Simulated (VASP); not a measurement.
# Os (Fd-3m) in VASP: notebook

Os is run at these levels: PBEsol; tasks: single point, relaxation of cell and atoms.

Everything below comes from runs of VASP 6.6.1. Logs are shortened: lines on timing, memory, paths and dates and some standing lists are left out, and cuts for length are marked.

## 1. The cell of the first run

The structure is cubic, space group Fd-3m (No. 227). The conventional cell has a = 5.501 Å, b = 5.501 Å, c = 5.501 Å, α = 90.00°, β = 90.00°, γ = 90.00°. Os (site symmetry -43m) has 4 Os at 2.38 Å within 3.1 Å.

This isn't the form of Os at room conditions, which is hcp.

## 2. Single point, PBEsol

INCAR reads:

```
SYSTEM = Os
  PREC = Accurate
  ENCUT = 520
  EDIFF = 1E-6
  ISMEAR = -1
  SIGMA = 0.05
  LREAL = .FALSE.
  LASPH = .TRUE.
  NELM = 80
  ALGO = Normal
  ISIF = 2
  LWAVE = .FALSE.
  LCHARG = .FALSE.
  GGA = PS
  NBANDS = 15
```

KPOINTS reads:

```
Automatic mesh
0
G
  14 14 14
  0 0 0
```

POSCAR reads:

```
Os
1.0
    0.0000000000      2.7503862015      2.7503862015
    2.7503862015      0.0000000000      2.7503862015
    2.7503862015      2.7503862015      0.0000000000
Os
2
Direct
    0.0000000000      0.0000000000      0.0000000000
    0.2500000000      0.2500000000      0.2500000000
```

Potentials or basis: VASP PAW PBE potentials, release 64 (Os).

On the command line:

```console
$ cat potpaw_PBE.64/Os/POTCAR > POTCAR
$ mpirun -np 1 vasp_std > vasp.out
```

OUTCAR:

```text
SYSTEM = Os
   PREC = Accurate
   ENCUT = 520
   EDIFF = 1E-6
   ISMEAR = -1
   LREAL = .FALSE.
   LASPH = .TRUE.
   NELM = 80
   ISIF = 2
   GGA = PS

 ion  position               nearest neighbor table
   1  0.000  0.000  0.000-   2 2.38   2 2.38   2 2.38   2 2.38
   2  0.250  0.250  0.250-   1 2.38   1 2.38   1 2.38   1 2.38

  LATTYP: Found a face centered cubic cell.
 ALAT       =     5.5007724030

  Lattice vectors:

 A1 = (   0.0000000000,   2.7503862015,   2.7503862015)
 A2 = (   2.7503862015,   0.0000000000,   2.7503862015)
 A3 = (   2.7503862015,   2.7503862015,   0.0000000000)

Analysis of symmetry for initial positions (statically):
=====================================================================
 Subroutine PRICEL returns:
 Original cell was already a primitive cell.

 Routine SETGRP: Setting up the symmetry group for a
 face centered cubic supercell.

 Subroutine GETGRP returns: Found 48 space group operations
 (whereof 24 operations were pure point group operations)
 out of a pool of 48 trial point group operations.

The static configuration has the point symmetry T_d .
 The point group associated with its full space group is O_h .

Analysis of symmetry for dynamics (positions and initial velocities):
=====================================================================
 Subroutine PRICEL returns:
 Original cell was already a primitive cell.

 Routine SETGRP: Setting up the symmetry group for a
 face centered cubic supercell.

 Subroutine GETGRP returns: Found 48 space group operations
 (whereof 24 operations were pure point group operations)
 out of a pool of 48 trial point group operations.

The dynamic configuration has the point symmetry T_d .
 The point group associated with its full space group is O_h .

 Subroutine INISYM returns: Found 48 space group operations
 (whereof 24 operations are pure point group operations),
 and found     1 'primitive' translations

----------------------------------------------------------------------------------------

                                     Primitive cell

  volume of cell :      41.6113

  direct lattice vectors                    reciprocal lattice vectors
     0.000000000  2.750386202  2.750386202    -0.181792651  0.181792651  0.181792651
     2.750386202  0.000000000  2.750386202     0.181792651 -0.181792651  0.181792651
     2.750386202  2.750386202  0.000000000     0.181792651  0.181792651 -0.181792651

  length of vectors
     3.889633468  3.889633468  3.889633468     0.314874109  0.314874109  0.314874109

  position of ions in fractional coordinates (direct lattice)
     0.000000000  0.000000000  0.000000000
     0.250000000  0.250000000  0.250000000

  ion indices of the primitive-cell ions
   primitive index   ion index
                 1           1
                 2           2

----------------------------------------------------------------------------------------

 KPOINTS: Automatic mesh

Automatic generation of k-mesh.
 Grid dimensions read from file:
 generate k-points for:   14   14   14

 Generating k-lattice:

  Cartesian coordinates                     Fractional coordinates (reciprocal lattice)
    -0.012985189  0.012985189  0.012985189     0.071428571  0.000000000  0.000000000
     0.012985189 -0.012985189  0.012985189     0.000000000  0.071428571  0.000000000
     0.012985189  0.012985189 -0.012985189     0.000000000  0.000000000  0.071428571

  Length of vectors
     0.022491008  0.022491008  0.022491008

  Shift w.r.t. Gamma in fractional coordinates (k-lattice)
     0.000000000  0.000000000  0.000000000

 Subroutine IBZKPT returns following result:
 ===========================================

 Found    104 irreducible k-points:

 Following reciprocal coordinates:
            Coordinates               Weight
  0.000000  0.000000  0.000000      1.000000
  0.071429  0.000000  0.000000      8.000000
  0.142857  0.000000  0.000000      8.000000
  0.214286  0.000000  0.000000      8.000000
  0.285714  0.000000  0.000000      8.000000
  0.357143  0.000000  0.000000      8.000000
[... 16 lines left out ...]
  0.214286  0.142857  0.000000     24.000000
  0.285714  0.142857  0.000000     24.000000
 [... further k-points ...]
   k-points           NKPTS =    104   k-points in BZ     NKDIM =    104   number of bands    NBANDS=     15
   number of dos      NEDOS =    301   number of ions     NIONS =      2
   total plane-waves  NPLWV =  27000
   dimension x,y,z NGX =    30 NGY =   30 NGZ =   30
   dimension x,y,z NGXF=    60 NGYF=   60 NGZF=   60
   ions per type =               2
   NGX,Y,Z   is equivalent  to a cutoff of  12.82, 12.82, 12.82 a.u.
   NGXF,Y,Z  is equivalent  to a cutoff of  25.64, 25.64, 25.64 a.u.
 SYSTEM =  Os
   PREC   = accura    normal or accurate (medium, high low for compatibility)
   ISTART =      0    job   : 0-new  1-cont  2-samecut
   ICHARG =      2    charge: 1-file 2-atom 10-const
   ISPIN  =      1    spin polarized calculation?
   LNONCOLLINEAR =      F non collinear calculations
   LSORBIT =      F    spin-orbit coupling
   LASPH  =      T    aspherical Exc in radial PAW
   ENCUT  =  520.0 eV  38.22 Ry    6.18 a.u.   7.23  7.23  7.23*2*pi/ulx,y,z
   NELM   =     80;   NELMIN=  2; NELMDL= -5     # of ELM steps
   EDIFF  = 0.1E-05   stopping-criterion for ELM
   LREAL  =      F    real-space projection
[... 7 lines left out ...]
   TEBEG  =    0.0;   TEEND  =   0.0 temperature during run
   PSTRESS=    0.0 pullay stress
   NELECT =      16.0000    total number of electrons
   NUPDOWN=      -1.0000    fix difference up-down
   EMIN   =  10.00;   EMAX   =-10.00  energy-range for DOS
   EFERMI =   0.00;   METHOD = LEGACY
   ISMEAR =    -1;   SIGMA  =   0.05  broadening in eV -4-tet -1-fermi 0-gaus
   EFERMI_NEDOS =   21; number of points for ismear=-14 and -15
   IALGO  =     38    algorithm
   IMIX   =      4    mixing-type and parameters
     AMIX     =   0.40;   BMIX     =  1.00
     AMIX_MAG =   1.60;   BMIX_MAG =  1.00
  volume/ion in A,a.u.               =      20.81       140.40
  Fermi-wavevector in a.u.,A,eV,Ry     =   1.190450  2.249624 19.281784  1.417171
  Thomas-Fermi vector in A             =   2.326534
   LORBIT       =      0    0 simple, 1 ext, 2 COOP (PROOUT), +10 PAW based schemes
   GGA     = PS    functional components
   LHFCALC =     F    Hartree Fock is set to
   AEXX    =    0.0000 exact exchange contribution
   IVDW    =     0    specifies the selected vdW correction
   LEPSILON=     F    determine dielectric tensor
   LRPA    =     F    only Hartree local field effects (RPA)
 non-spin polarized calculation
  energy-cutoff  :      520.00
  volume of cell :       41.61
 maximum number of plane-waves:      1139
 NGX is ok and might be reduce to    30
   NGX = 15   NGY = 15   NGZ = 15

 number of electron      16.0000000 magnetization

 Free energy of the ion-electron system (eV)
  ---------------------------------------------------
  ext. energy  EPLUGINS =         0.00000000
  ---------------------------------------------------
  free energy    TOTEN  =       -21.57716849 eV

  energy without entropy =      -21.56622157  energy(sigma->0) =      -21.57169503

 E-fermi :   4.5093     XC(G=0): -11.5282

 val. band max:        4.4934589045   @ k =   0.2857   0.1429   0.0000
 cond. band min:       4.5110370570   @ k =   0.2857   0.2143   0.0714
 fundamental gap:      0.0175781525
 Fermi energy:         4.5093259062

 k-point     1 :       0.0000    0.0000    0.0000
  band No.  band energies     occupation
      1      -3.2616      2.00000
      2       0.1852      2.00000
      3       0.1852      2.00000
      4       0.8580      2.00000
      5       0.8580      2.00000
      6       0.8580      2.00000
      7       3.9382      1.99998
      8       3.9382      1.99998
      9       3.9382      1.99998
     10       7.1769      0.00000
     11       7.1769      0.00000
     12      15.7928      0.00000
     13      15.9381      0.00000
     14      17.3902      0.00000
     15      17.3902      0.00000

 k-point     2 :       0.0714    0.0000    0.0000
  band No.  band energies     occupation
      1      -3.1650      2.00000
      2       0.1236      2.00000
      3       0.1236      2.00000
      4       0.8444      2.00000
      5       0.9597      2.00000
      6       0.9597      2.00000
      7       3.8256      2.00000
      8       3.9219      1.99998
      9       3.9219      1.99998
     10       7.1680      0.00000
     11       7.1680      0.00000
     12      15.4209      0.00000
     13      15.9858      0.00000
     14      17.3861      0.00000
     15      17.3870      0.00000

 k-point     3 :       0.1429    0.0000    0.0000
  band No.  band energies     occupation
      1      -2.8835      2.00000
      2       0.0265      2.00000
      3       0.0265      2.00000
      4       0.8082      2.00000
      5       1.1537      2.00000
      6       1.1537      2.00000
      7       3.5294      2.00000
      8       3.9010      1.99999
      9       3.9010      1.99999
     10       7.1350      0.00000
     11       7.1350      0.00000
     12      14.4713      0.00000
     13      15.4461      0.00000
     14      17.1487      0.00000
     15      17.1489      0.00000

 k-point     4 :       0.2143    0.0000    0.0000
  band No.  band energies     occupation
      1      -2.4454      2.00000
      2      -0.0198      2.00000
      3      -0.0198      2.00000
      4       0.7593      2.00000
      5       1.2897      2.00000
      6       1.2897      2.00000
      7       3.1543      2.00000
      8       3.9492      1.99997
      9       3.9492      1.99997
     10       7.0626      0.00000
     11       7.0626      0.00000
     12      12.7257      0.00000
     13      14.9090      0.00000
     14      16.4202      0.00000
     15      16.4202      0.00000
[... 307 lines left out ...]
 k-point    22 :       0.1429    0.1429    0.0000
  band No.  band energies     occupation
      1      -2.7486      2.00000
      2      -0.3347      2.00000
      3       0.4537      2.00000
      4       0.8521      2.00000
      5       0.8521      2.00000
      6       1.4722      2.00000
      7       2.9728      2.00000
      8       4.1487      1.99853
      9       4.1487      1.99853
     10       6.7123      0.00000
     11       7.4095      0.00000
     12      14.8852      0.00000
     13      15.5707      0.00000
     14      15.5707      0.00000
     15      16.3431      0.00000

 k-point    23 :       0.2143    0.1429    0.0000
  band No.  band energies     occupation
      1      -2.4122      2.00000
      2      -0.4572      2.00000
      3       0.5190      2.00000
      4       0.8121      2.00000
      5       0.9145      2.00000
      6       1.6786      2.00000
      7       2.6094      2.00000
      8       4.1991      1.99597
      9       4.2845      1.97796
     10       6.4892      0.00000
     11       7.4475      0.00000
     12      13.8367      0.00000
     13      14.7328      0.00000
     14      14.8968      0.00000
     15      15.6657      0.00000

 k-point    24 :       0.2857    0.1429    0.0000
  band No.  band energies     occupation
      1      -1.9385      2.00000
      2      -0.5028      2.00000
      3       0.5539      2.00000
      4       0.7040      2.00000
      5       0.9681      2.00000
      6       1.7942      2.00000
      7       2.4349      2.00000
      8       4.1629      1.99804
      9       4.4935      1.15735
     10       6.2741      0.00000
     11       7.4277      0.00000
     12      11.9821      0.00000
     13      14.0101      0.00000
     14      14.5254      0.00000
     15      15.1293      0.00000

 [... further k-points ...]

------------------------ aborting loop because EDIFF is reached ----------------------------------------

  FORCE on cell =-STRESS in cart. coord.  units (eV):
  Direction    XX          YY          ZZ          XY          YZ          ZX
  --------------------------------------------------------------------------------------
  -------------------------------------------------------------------------------------
  Total       -0.2609010     -0.2609010     -0.2609010     -0.0000000      0.0000000      0.0000000
  in kB      -10.0455864    -10.0455864    -10.0455864     -0.0000000      0.0000000      0.0000000
  external PRESSURE =     -10.0455864 kB  Pullay stress =       0.0000000 kB

 VOLUME and BASIS-vectors are now :
 -----------------------------------------------------------------------------
  energy-cutoff  :      520.00
  volume of cell :       41.61
      direct lattice vectors                 reciprocal lattice vectors
     0.000000000  2.750386202  2.750386202    -0.181792651  0.181792651  0.181792651
     2.750386202  0.000000000  2.750386202     0.181792651 -0.181792651  0.181792651
     2.750386202  2.750386202  0.000000000     0.181792651  0.181792651 -0.181792651

 POSITION                                       TOTAL-FORCE (eV/Angst)
 -----------------------------------------------------------------------------------
      0.00000      0.00000      0.00000        -0.000000     -0.000000     -0.000000
      1.37519      1.37519      1.37519         0.000000      0.000000      0.000000
 -----------------------------------------------------------------------------------
    total drift:                                0.000000     -0.000000      0.000000

  FREE ENERGIE OF THE ION-ELECTRON SYSTEM (eV)
  ---------------------------------------------------
  free  energy   TOTEN  =       -21.5771684858 eV

  energy  without entropy=      -21.5662215660  energy(sigma->0) =      -21.57169503
```

Wall time 45 s (1 thread of Intel Xeon Platinum 8259CL at 2.50GHz (Skylake/Cascade Lake), shared host); peak memory 0.2 GiB.

Results:

- Free energy: -21.5772 eV
- Pressure: -1.0 GPa
- Band gap on the k mesh: zero (bands 8 and 9 overlap by 1.10 eV)

Levels at points of the mesh, in eV from the Fermi level:
| k point | band 4 | band 5 | band 6 | band 7 | band 8 | band 9 | band 10 | band 11 | band 12 | band 13 |
| --- | --- | --- | --- | --- | --- | --- | --- | --- | --- | --- |
| (0.00, 0.00, 0.00) | -3.65 | -3.65 | -3.65 | -0.57 | -0.57 | -0.57 | 2.67 | 2.67 | 11.28 | 11.43 |
| (0.50, 0.00, 0.00) | -3.96 | -3.90 | -3.90 | -1.58 | 0.42 | 0.42 | 1.92 | 1.92 | 2.95 | 9.92 |
| (0.50, 0.50, 0.00) | -3.86 | -2.88 | -2.88 | -1.32 | -1.32 | 2.29 | 2.29 | 3.48 | 3.48 | 4.28 |

Caveat: the PAW data sets were made with another functional, which shifts forces and pressure a little; spin-orbit coupling is left out, which moves the levels of the heavy elements.

## 3. Relaxation of cell and atoms, PBEsol

This run uses another cell than the first one, of 18.19 Å³/atom.

INCAR reads:

```
SYSTEM = Os
PREC     = Accurate       ! precision mode
ENCUT    = 600            ! plane-wave cutoff, eV
EDIFF    = 1E-7           ! SCF threshold, eV
ISMEAR   = -1             ! smearing method
SIGMA    = 0.05           ! smearing width, eV
LREAL    = .FALSE.        ! projectors in reciprocal space
LASPH    = .TRUE.         ! aspherical terms in the spheres
NELM     = 80             ! most SCF steps
ALGO     = Normal         ! electronic algorithm
ISIF     = 3              ! what is computed and relaxed
LWAVE    = .FALSE.        ! write WAVECAR
LCHARG   = .FALSE.        ! write CHGCAR
GGA      = PS             ! functional
IBRION   = 2              ! ionic algorithm
NSW      = 80             ! ionic steps
EDIFFG   = -0.03          ! ionic threshold
```

KPOINTS reads:

```
regular mesh
0
G
  14 14 14
  0 0 0
```

POSCAR reads:

```
Os
1.0
    0.0000000000      2.6300000000      2.6300000000
    2.6300000000      0.0000000000      2.6300000000
    2.6300000000      2.6300000000      0.0000000000
Os
2
Direct
    0.0000000000      0.0000000000      0.0000000000
    0.2500000000      0.2500000000      0.2500000000
```

Potentials or basis: VASP PAW PBE potentials, release 64 (Os).

On the command line:

```console
$ cat potpaw_PBE.64/Os/POTCAR > POTCAR
$ mpirun -np 1 vasp_std > vasp.out
```

Run time: 3.5 min. Hardware: 1 thread of Intel Xeon Platinum 8259CL at 2.50GHz (Skylake/Cascade Lake), shared host; peak memory 0.22 GiB.

Results (log left out):

```yaml
Free_energy: -21.5762 eV
Relaxed_volume: 20.71 Å³/atom
Relaxed_cell: a = 3.884 Å, b = 3.884 Å, c = 3.884 Å, α = 60.00°, β = 60.00°, γ = 60.00°
Space_group_after_relaxing_to_0.1_Å: Fd-3m (No. 227)
Pressure_after_relaxing: 0.0 GPa
Band_gap_on_the_k_mesh: zero (bands 8 and 9 overlap by 1.11 eV)
```

Final structure:
```xyz
2
Lattice="0.0000 2.7463 2.7463 2.7463 0.0000 2.7463 2.7463 2.7463 0.0000" Properties=species:S:1:pos:R:3 pbc="T T T"
Os    0.0000    0.0000    0.0000
Os    1.3732    1.3732    1.3732
```

Levels at points of the mesh, in eV from the Fermi level:
```
           k point  band 5  band 6  band 7  band 8  band 9  band 10  band 11  band 12
(0.00, 0.00, 0.00)   -3.67   -3.67   -0.57   -0.57   -0.57     2.69     2.69    11.30
(0.50, 0.00, 0.00)   -3.92   -3.92   -1.59    0.42    0.42     1.93     1.93     2.97
(0.50, 0.50, 0.00)   -2.89   -2.89   -1.33   -1.33    2.31     2.31     3.49     3.49
```

Caveat: the PAW data sets were made with another functional, which shifts forces and pressure a little; spin-orbit coupling is left out, which moves the levels of the heavy elements.

## 4. Relaxation of cell and atoms, PBEsol

INCAR reads:

```
PREC = Accurate
ENCUT = 600
EDIFF = 1E-7
ISMEAR = -1
SIGMA = 0.05
LREAL = F
LASPH = T
NELM = 60
ALGO = Normal
ISIF = 3
LWAVE = F
LCHARG = F
GGA = PS
IBRION = 2
NSW = 80
EDIFFG = -0.03
```

KPOINTS reads:

```
regular mesh
0
Gamma
  14 14 14
```

POSCAR reads:

```
Os
1.0
    0.0000000000      2.7503862015      2.7503862015
    2.7503862015      0.0000000000      2.7503862015
    2.7503862015      2.7503862015      0.0000000000
Os
2
Direct
    0.0000000000      0.0000000000      0.0000000000
    0.2500000000      0.2500000000      0.2500000000
```

On the command line:

```console
$ cat potpaw_PBE.64/Os/POTCAR > POTCAR
$ mpirun -np 1 vasp_std > vasp.out
```

Wall time 88 s (1 thread of Intel Xeon Platinum 8259CL at 2.50GHz (Skylake/Cascade Lake), shared host); peak memory 0.22 GiB.

Results (log left out):

* Free energy: -21.5775 eV
* Relaxed volume: 20.72 Å³/atom
* Relaxed cell: a = 3.884 Å, b = 3.884 Å, c = 3.884 Å, α = 60.00°, β = 60.00°, γ = 60.00°
* Space group after relaxing (to 0.1 Å): Fd-3m (No. 227)
* Energy gained by relaxing: 0.3 meV/atom
* Ionic steps: 3
* Pressure after relaxing: 0.0 GPa
* Band gap on the k mesh: zero (bands 8 and 9 overlap by 1.11 eV)

The path:
| step | energy change (eV) | largest force (eV/Å) | pressure (GPa) | volume (Å³) |
| --- | --- | --- | --- | --- |
| 1 | 0.0000 | 0.0000 | -0.93 | 41.61 |
| 2 | 0.0047 | 0.0000 | 3.09 | 40.89 |
| 3 | -0.0005 | 0.0000 | 0.00 | 41.44 |

Final structure:
```
Os
1.0
     0.00000    2.74655    2.74655
     2.74655    0.00000    2.74655
     2.74655    2.74655    0.00000
Os
2
Direct
  0.00000 0.00000 0.00000
  0.25000 0.25000 0.25000
```

Levels at points of the mesh, in eV from the Fermi level:
| k point | band 4 | band 5 | band 6 | band 7 | band 8 | band 9 | band 10 | band 11 | band 12 |
| --- | --- | --- | --- | --- | --- | --- | --- | --- | --- |
| (0.00, 0.00, 0.00) | -3.67 | -3.67 | -3.67 | -0.57 | -0.57 | -0.57 | 2.69 | 2.69 | 11.30 |
| (0.50, 0.00, 0.00) | -3.99 | -3.92 | -3.92 | -1.59 | 0.42 | 0.42 | 1.93 | 1.93 | 2.97 |
| (0.50, 0.50, 0.00) | -3.88 | -2.89 | -2.89 | -1.33 | -1.33 | 2.31 | 2.31 | 3.49 | 3.49 |

Caveat: the PAW data sets were made with another functional, which shifts forces and pressure a little; spin-orbit coupling is left out, which moves the levels of the heavy elements.

## 5. Overview

```csv
task,cell,cutoff (eV),gap on the mesh (eV),pressure (GPa),relaxed volume (Å³/atom)
single point,"a = 3.890 Å, angles 60.0°, 2 atoms",520,none,-1.0,-
relaxation of cell and atoms,"relaxed from a = 3.719 Å, angles 60.0°, 2 atoms",600,none,0.0,20.71
relaxation of cell and atoms,"relaxed from a = 3.890 Å, angles 60.0°, 2 atoms",600,none,0.0,20.72
```

Alike in all rows: level PBEsol; potentials or basis VASP PAW PBE potentials, release 64 (Os); no spin polarisation; k mesh 14 × 14 × 14; smearing fermi-dirac 0.05 eV.

Caveats: the PAW data sets were made with another functional, which shifts forces and pressure a little; spin-orbit coupling is left out, which moves the levels of the heavy elements.

Total energies depend on the potentials used, so only differences within one code and one set of settings carry meaning.
